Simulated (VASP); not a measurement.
The system is SiC (Moissanite 3C).

```xyz
2
Lattice="0.0000 2.1790 2.1790 2.1790 0.0000 2.1790 2.1790 2.1790 0.0000" Properties=species:S:1:pos:R:3 pbc="T T T"
Si    0.0000    0.0000    0.0000
C     1.0895    1.0895    1.0895
```

Program: VASP 6.6.1. Alike in all runs: task single point; level PBE; potentials or basis VASP PAW PBE potentials, release 64 (Si, C); no spin polarisation; cell as given; cutoff (eV) 520; smearing gaussian 0.01 eV.

Question: Order these runs on this cell by their band gap on the k mesh, lowest first.
A. k mesh 9 × 9 × 9
B. k mesh 3 × 3 × 3
C. k mesh 4 × 4 × 4
D. k mesh 5 × 5 × 5

Answer: C (1.31 eV), A (1.50 eV), D (1.81 eV), B (2.50 eV).

Caveats: some runs use coarse meshes.

A k mesh can miss the band edges, odd and even meshes differently.
